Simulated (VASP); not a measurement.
# W4O in VASP: further runs

Runs on W4O. Level: PBE. Tasks: single point.

Program: VASP 6.6.1. These are calculated values, not measurements. Logs are shortened: lines on timing, memory, paths and dates and some standing lists are left out, and cuts for length are marked.

## (1) The cell of the first run

The cell holds a slab with vacuum, 5 atoms: a = 3.184 Å, b = 3.184 Å, c = 20.143 Å, α = 90.00°, β = 90.00°, γ = 90.00°.

## (2) Single point, PBE

File INCAR:

```
  PREC = Accurate
  ENCUT = 520
  EDIFF = 1E-6
  ISMEAR = 0
  SIGMA = 0.1
  LREAL = F
  LASPH = T
  NELM = 60
  ALGO = Normal
  ISIF = 2
  LWAVE = F
  LCHARG = F
  LDIPOL = T
  IDIPOL = 3
  DIPOL = 0.5 0.5 0.355
  GGA = PE
  NBANDS = 39
```

File KPOINTS:

```
regular mesh
0
Gamma
  8 8 1
```

File POSCAR:

```
W4O
1.0
    3.1836991688      0.0000000000      0.0000000000
    0.0000000000      3.1836991688      0.0000000000
    0.0000000000      0.0000000000     20.1425775749
W O
4 1
Direct
    0.5000000000      0.5000000000      0.1985843165
    0.0000000000      0.0000000000      0.2776134069
    0.5000000000      0.5000000000      0.3599451800
    0.0000000000      0.0000000000      0.4290700901
    0.0000000000      0.1250000000      0.5122747808
```

Potentials or basis: VASP PAW PBE potentials, release 64 (W_sv, O).

The run is started by

```
$ cat potpaw_PBE.64/W_sv/POTCAR potpaw_PBE.64/O/POTCAR > POTCAR
$ mpirun -np 1 vasp_std > vasp.out
```

OUTCAR:

```text
PREC = Accurate
   ENCUT = 520
   EDIFF = 1E-6
   ISMEAR = 0
   LREAL = F
   LASPH = T
   NELM = 60
   ISIF = 2
   GGA = PE

 ion  position               nearest neighbor table
   1  0.500  0.500  0.199-   2 2.76   2 2.76   2 2.76   2 2.76   3 3.25
   2  0.000  0.000  0.278-   1 2.76   1 2.76   1 2.76   1 2.76   3 2.80   3 2.80   3 2.80   3 2.80
                             4 3.05
   3  0.500  0.500  0.360-   4 2.65   4 2.65   4 2.65   4 2.65   2 2.80   2 2.80   2 2.80   2 2.80
                             1 3.25
   4  0.000  0.000  0.429-   5 1.72   3 2.65   3 2.65   3 2.65   3 2.65   2 3.05
   5  0.000  0.125  0.512-   4 1.72

  LATTYP: Found a simple tetragonal cell.
 ALAT       =     3.1836991688
 C/A-ratio  =     6.3267841925

  Lattice vectors:

 A1 = (   3.1836991688,   0.0000000000,   0.0000000000)
 A2 = (   0.0000000000,   3.1836991688,   0.0000000000)
 A3 = (   0.0000000000,   0.0000000000,  20.1425775749)

Analysis of symmetry for initial positions (statically):
=====================================================================
 Subroutine PRICEL returns:
 Original cell was already a primitive cell.

 Routine SETGRP: Setting up the symmetry group for a
 simple tetragonal supercell.

 Subroutine GETGRP returns: Found  2 space group operations
 (whereof  2 operations were pure point group operations)
 out of a pool of 16 trial point group operations.

The static configuration has the point symmetry C_1h.

Analysis of symmetry for dynamics (positions and initial velocities):
=====================================================================
 Subroutine PRICEL returns:
 Original cell was already a primitive cell.

 Routine SETGRP: Setting up the symmetry group for a
 simple tetragonal supercell.

 Subroutine GETGRP returns: Found  2 space group operations
 (whereof  2 operations were pure point group operations)
 out of a pool of 16 trial point group operations.

The dynamic configuration has the point symmetry C_1h.

 Subroutine INISYM returns: Found  2 space group operations
 (whereof  2 operations are pure point group operations),
 and found     1 'primitive' translations

----------------------------------------------------------------------------------------

                                     Primitive cell

  volume of cell :     204.1640

  direct lattice vectors                    reciprocal lattice vectors
     3.183699169  0.000000000  0.000000000     0.314100029  0.000000000  0.000000000
     0.000000000  3.183699169  0.000000000     0.000000000  0.314100029  0.000000000
     0.000000000  0.000000000 20.142577575     0.000000000  0.000000000  0.049646079

  length of vectors
     3.183699169  3.183699169 20.142577575     0.314100029  0.314100029  0.049646079

  position of ions in fractional coordinates (direct lattice)
     0.500000000  0.500000000  0.198584317
     0.000000000  0.000000000  0.277613407
     0.500000000  0.500000000  0.359945180
     0.000000000  0.000000000  0.429070090
     0.000000000  0.125000000  0.512274781

  ion indices of the primitive-cell ions
   primitive index   ion index
                 1           1
                 2           2
                 3           3
                 4           4
                 5           5

----------------------------------------------------------------------------------------

 KPOINTS: regular mesh

Automatic generation of k-mesh.
 Grid dimensions read from file:
 generate k-points for:    8    8    1

 Generating k-lattice:

  Cartesian coordinates                     Fractional coordinates (reciprocal lattice)
     0.039262504  0.000000000  0.000000000     0.125000000  0.000000000  0.000000000
     0.000000000  0.039262504  0.000000000     0.000000000  0.125000000  0.000000000
     0.000000000  0.000000000  0.049646079     0.000000000  0.000000000  1.000000000

  Length of vectors
     0.039262504  0.039262504  0.049646079

  Shift w.r.t. Gamma in fractional coordinates (k-lattice)
     0.000000000  0.000000000  0.000000000

 Subroutine IBZKPT returns following result:
 ===========================================

 Found     25 irreducible k-points:

 Following reciprocal coordinates:
            Coordinates               Weight
  0.000000  0.000000  0.000000      1.000000
  0.125000  0.000000  0.000000      2.000000
  0.000000  0.125000  0.000000      2.000000
  0.250000  0.000000  0.000000      2.000000
  0.000000  0.250000  0.000000      2.000000
  0.375000  0.000000  0.000000      2.000000
[... 16 lines left out ...]
  0.500000  0.375000  0.000000      2.000000
 -0.375000  0.500000  0.000000      2.000000
   k-points           NKPTS =     25   k-points in BZ     NKDIM =     25   number of bands    NBANDS=     39
   number of dos      NEDOS =    301   number of ions     NIONS =      5
   total plane-waves  NPLWV =  86400
   dimension x,y,z NGX =    24 NGY =   24 NGZ =  150
   dimension x,y,z NGXF=    48 NGYF=   48 NGZF=  300
   ions per type =               4   1
   NGX,Y,Z   is equivalent  to a cutoff of  12.53, 12.53, 12.38 a.u.
   NGXF,Y,Z  is equivalent  to a cutoff of  25.06, 25.06, 24.76 a.u.
 SYSTEM =  unknown system
   PREC   = accura    normal or accurate (medium, high low for compatibility)
   ISTART =      0    job   : 0-new  1-cont  2-samecut
   ICHARG =      2    charge: 1-file 2-atom 10-const
   ISPIN  =      1    spin polarized calculation?
   LNONCOLLINEAR =      F non collinear calculations
   LSORBIT =      F    spin-orbit coupling
   LASPH  =      T    aspherical Exc in radial PAW
   ENCUT  =  520.0 eV  38.22 Ry    6.18 a.u.   5.92  5.92 37.45*2*pi/ulx,y,z
   NELM   =     60;   NELMIN=  2; NELMDL= -5     # of ELM steps
   EDIFF  = 0.1E-05   stopping-criterion for ELM
   LREAL  =      F    real-space projection
   EDIFFG = 0.1E-04   stopping-criterion for IOM
   NSW    =      0    number of steps for IOM
   IBRION =     -1    ionic relax: 0-MD 1-quasi-New 2-CG
   NFREE  =      0    steps in history (QN), initial steepest desc. (CG)
   ISIF   =      2    stress and relaxation
   ISYM   =      2    0-nonsym 1-usesym 2-fastsym
   POTIM  = 0.5000    time-step for ionic-motion
   TEBEG  =    0.0;   TEEND  =   0.0 temperature during run
   PSTRESS=    0.0 pullay stress
   NELECT =      62.0000    total number of electrons
   NUPDOWN=      -1.0000    fix difference up-down
   EMIN   =  10.00;   EMAX   =-10.00  energy-range for DOS
   EFERMI =   0.00;   METHOD = LEGACY
   ISMEAR =     0;   SIGMA  =   0.10  broadening in eV -4-tet -1-fermi 0-gaus
   EFERMI_NEDOS =   21; number of points for ismear=-14 and -15
   IALGO  =     38    algorithm
   IMIX   =      4    mixing-type and parameters
     AMIX     =   0.40;   BMIX     =  1.00
     AMIX_MAG =   1.60;   BMIX_MAG =  1.00
  volume/ion in A,a.u.               =      40.83       275.55
  Fermi-wavevector in a.u.,A,eV,Ry     =   1.100388  2.079431 16.474654  1.210853
  Thomas-Fermi vector in A             =   2.236798
   LORBIT       =      0    0 simple, 1 ext, 2 COOP (PROOUT), +10 PAW based schemes
   GGA     = PE    functional components
   LHFCALC =     F    Hartree Fock is set to
   AEXX    =    0.0000 exact exchange contribution
   IVDW    =     0    specifies the selected vdW correction
   LEPSILON=     F    determine dielectric tensor
   LRPA    =     F    only Hartree local field effects (RPA)
 non-spin polarized calculation
 Gauss-broadening in eV      SIGMA  =   0.10
  energy-cutoff  :      520.00
  volume of cell :      204.16
 maximum number of plane-waves:      5576
   NGX = 11   NGY = 11   NGZ = 75

 dipolmoment           0.000000      0.000000     -0.047349 electrons x Angstroem

 number of electron      61.9999989 magnetization

 dipolmoment           0.000000      0.000000      0.212288 electrons x Angstroem

 Free energy of the ion-electron system (eV)
  ---------------------------------------------------
  ext. energy  EPLUGINS =         0.00000000
  ---------------------------------------------------
  free energy    TOTEN  =       -54.58763826 eV

  energy without entropy =      -54.55649162  energy(sigma->0) =      -54.57206494

 E-fermi :  -0.3799     XC(G=0):  -5.7779

 val. band max:       -0.3978133407   @ k =   0.0000   0.1250   0.0000
 cond. band min:      -0.3792882294   @ k =   0.3750   0.0000   0.0000
 fundamental gap:      0.0185251113
 Fermi energy:        -0.3798634682

 k-point     1 :       0.0000    0.0000    0.0000
  band No.  band energies     occupation
      1     -74.2714      2.00000
      2     -74.2449      2.00000
      3     -74.1441      2.00000
      4     -73.8885      2.00000
      5     -38.9758      2.00000
      6     -38.6955      2.00000
[... 31 lines left out ...]
     38       2.5842      0.00000
     39       2.8964      0.00000

 k-point     2 :       0.1250    0.0000    0.0000
  band No.  band energies     occupation
      1     -74.2657      2.00000
      2     -74.2406      2.00000
      3     -74.1466      2.00000
      4     -73.8914      2.00000
      5     -39.0009      2.00000
      6     -38.7315      2.00000
[... 31 lines left out ...]
     38       2.2559      0.00000
     39       2.6798      0.00000

 k-point     3 :       0.0000    0.1250    0.0000
  band No.  band energies     occupation
      1     -74.2657      2.00000
      2     -74.2406      2.00000
      3     -74.1466      2.00000
      4     -73.8914      2.00000
      5     -39.0033      2.00000
      6     -38.7320      2.00000
[... 832 lines left out ...]
 k-point    23 :       0.5000    0.3750    0.0000
  band No.  band energies     occupation
      1     -74.2259      2.00000
      2     -74.1870      2.00000
      3     -74.1742      2.00000
      4     -73.9029      2.00000
      5     -39.0364      2.00000
      6     -38.9426      2.00000
[... 31 lines left out ...]
     38       3.2068      0.00000
     39       3.4976      0.00000

 k-point    24 :      -0.3750    0.5000    0.0000
  band No.  band energies     occupation
      1     -74.2259      2.00000
      2     -74.1870      2.00000
      3     -74.1742      2.00000
      4     -73.9029      2.00000
      5     -39.0363      2.00000
      6     -38.9485      2.00000
[... 31 lines left out ...]
     38       3.1962      0.00000
     39       3.5847      0.00000

 [... further k-points ...]

------------------------ aborting loop because EDIFF is reached ----------------------------------------

 vacuum level on the upper side and lower side of the slab       (xc-potential included)         1.737        -1.969

  FORCE on cell =-STRESS in cart. coord.  units (eV):
  Direction    XX          YY          ZZ          XY          YZ          ZX
  --------------------------------------------------------------------------------------
  -------------------------------------------------------------------------------------
  Total       -1.8104278     -2.2032507      2.2592440      0.0000000      0.3178661      0.0000000
  in kB      -14.2073373    -17.2900168     17.7294240      0.0000000      2.4944555      0.0000000
  external PRESSURE =      -4.5893100 kB  Pullay stress =       0.0000000 kB

 VOLUME and BASIS-vectors are now :
 -----------------------------------------------------------------------------
  energy-cutoff  :      520.00
  volume of cell :      204.16
      direct lattice vectors                 reciprocal lattice vectors
     3.183699169  0.000000000  0.000000000     0.314100029  0.000000000  0.000000000
     0.000000000  3.183699169  0.000000000     0.000000000  0.314100029  0.000000000
     0.000000000  0.000000000 20.142577575     0.000000000  0.000000000  0.049646079

 POSITION                                       TOTAL-FORCE (eV/Angst)
 -----------------------------------------------------------------------------------
      1.59185      1.59185      4.00000         0.000000     -0.024712      1.974419
      0.00000      0.00000      5.59185         0.000000      0.105202     -2.346771
      1.59185      1.59185      7.25022         0.000000     -0.467069     -2.403851
      0.00000      0.00000      8.64258         0.000000      0.461218      2.196058
      0.00000      0.39796     10.31853         0.000000     -0.074638      0.580144
 -----------------------------------------------------------------------------------
    total drift:                                0.000000     -0.000088     -0.000092

  FREE ENERGIE OF THE ION-ELECTRON SYSTEM (eV)
  ---------------------------------------------------
  free  energy   TOTEN  =       -54.5876382626 eV

  energy  without entropy=      -54.5564916232  energy(sigma->0) =      -54.57206494

 vacuum level on the upper side and lower side of the slab         7.515         3.701
```

Wall time 5.6 min (1 thread of Intel Xeon Platinum 8124M at 3.00GHz (Skylake/Cascade Lake), shared host); peak memory 0.37 GiB.

Results:

```
Free energy            : -54.5876 eV
Largest force          : 2.449 eV/Å
Band gap on the k mesh : zero (bands 31 and 32 overlap by 2.10 eV)
```

Forces on the atoms (eV/Å):
```
W    0.000 -0.025  1.974
W    0.000  0.105 -2.347
W    0.000 -0.467 -2.404
W    0.000  0.461  2.196
O    0.000 -0.075  0.580
```

Caveat: spin-orbit coupling is left out, which moves the levels of the heavy elements.

## (3) Single point, PBE

File INCAR:

```
ALGO     = Normal         # electronic algorithm
DIPOL    = 0.5 0.5 0.352
EDIFF    = 1E-7           # SCF threshold, eV
ENCUT    = 520            # plane-wave cutoff, eV
GGA      = PE             # functional
IDIPOL   = 3            
ISIF     = 2              # what is computed and relaxed
ISMEAR   = 0              # smearing method
LASPH    = True           # aspherical terms in the spheres
LCHARG   = True           # write CHGCAR
LDIPOL   = True         
LELF     = True           # ELF
LREAL    = False          # projectors in reciprocal space
LVACPOTAV= True         
LVHAR    = True         
LWAVE    = False          # write WAVECAR
NBANDS   = 39             # bands
NELM     = 80             # most SCF steps
PREC     = Accurate       # precision mode
SIGMA    = 0.1            # smearing width, eV
```

File KPOINTS:

```
k-points
0
Gamma
  8 8 1
```

Edit POSCAR of step 2 so:

```diff
@@ -12,2 +12,2 @@
     0.0000000000      0.0000000000      0.4290700901
-    0.0000000000      0.1250000000      0.5122747808
+    0.0000000000      0.3750000000      0.4961210688
```

Potentials or basis: VASP PAW PBE potentials, release 64 (W_sv, O).

The run is started by

```
$ cat potpaw_PBE.64/W_sv/POTCAR potpaw_PBE.64/O/POTCAR > POTCAR
$ mpirun -np 1 vasp_std > vasp.out
```

It took 6.3 min on 1 thread of Intel Xeon Platinum 8124M at 3.00GHz (Skylake/Cascade Lake), shared host; peak memory 0.37 GiB.

Results (log left out):

| Item | Value |
| --- | --- |
| Free energy | -54.5869 eV |
| Largest force | 3.378 eV/Å |
| Band gap on the k mesh | zero (bands 31 and 32 overlap by 1.97 eV) |

Forces in eV/Å, atoms in the order of the input:
```
W    0.000 -0.198  1.996
W    0.000  0.231 -1.923
W    0.000 -0.708 -3.303
W    0.000 -0.116  2.937
O    0.000  0.791  0.294
```

Levels at points of the mesh, in eV from the Fermi level:
```
           k point  band 28  band 29  band 30  band 31  band 32  band 33  band 34  band 35
(0.00, 0.00, 0.00)    -0.72    -0.65    -0.23     0.00     0.17     0.29     0.77     1.56
(0.50, 0.00, 0.00)    -1.02    -0.86    -0.23     0.06     0.65     0.83     1.03     2.30
(0.00, 0.50, 0.00)    -1.72    -0.62    -0.07     0.00     0.43     0.82     1.09     2.35
(0.50, 0.50, 0.00)    -1.54    -0.77    -0.55     1.88     2.02     2.12     2.49     2.79
```

Caveat: spin-orbit coupling is left out, which moves the levels of the heavy elements.

## (4) Single point, PBE

File INCAR:

```
ALGO     = Normal         # electronic algorithm
DIPOL    = 0.5 0.5 0.350
EDIFF    = 1E-6           # SCF threshold, eV
ENCUT    = 520            # plane-wave cutoff, eV
GGA      = PE             # functional
IDIPOL   = 3            
ISIF     = 2              # what is computed and relaxed
ISMEAR   = 0              # smearing method
LASPH    = True           # aspherical terms in the spheres
LCHARG   = False          # write CHGCAR
LDIPOL   = True         
LREAL    = False          # projectors in reciprocal space
LWAVE    = False          # write WAVECAR
NBANDS   = 39             # bands
NELM     = 60             # most SCF steps
PREC     = Accurate       # precision mode
SIGMA    = 0.1            # smearing width, eV
```

KPOINTS is that of step 3.

Edit POSCAR of step 3 so:

```diff
@@ -12,2 +12,2 @@
     0.0000000000      0.0000000000      0.4290700901
-    0.0000000000      0.3750000000      0.4961210688
+    0.1250000000      0.5000000000      0.4849869141
```

The run is started by

```
$ cat potpaw_PBE.64/W_sv/POTCAR potpaw_PBE.64/O/POTCAR > POTCAR
$ mpirun -np 1 vasp_std > vasp.out
```

Run time: 5.1 min. Hardware: 1 thread of Intel Xeon Platinum 8124M at 3.00GHz (Skylake/Cascade Lake), shared host; peak memory 0.37 GiB.

The run converged. Its results:

| Property | Result |
| --- | --- |
| Free energy | -54.6975 eV |
| Largest force | 3.061 eV/Å |
| Band gap on the k mesh | zero (bands 31 and 32 overlap by 1.73 eV) |

Forces in eV/Å, atoms in the order of the input:
```
W   -0.027  0.000  2.205
W    0.083  0.000 -1.959
W   -0.582  0.000 -3.005
W    0.999  0.000  2.609
O   -0.472  0.000  0.150
```

Levels at points of the mesh, in eV from the Fermi level:
```tsv
k point	band 28	band 29	band 30	band 31	band 32	band 33	band 34	band 35
(0.00, 0.00, 0.00)	-0.86	-0.79	-0.29	-0.27	0.13	0.36	0.67	1.30
(0.50, 0.00, 0.00)	-0.98	-0.90	-0.19	-0.06	0.63	0.73	1.06	2.02
(0.00, 0.50, 0.00)	-1.87	-0.63	-0.44	-0.22	0.29	0.92	1.14	2.17
(0.50, 0.50, 0.00)	-1.29	-1.13	-0.10	1.47	1.84	1.95	2.06	2.50
```

Caveat: spin-orbit coupling is left out, which moves the levels of the heavy elements.

(Continued in part 2 of 2.)
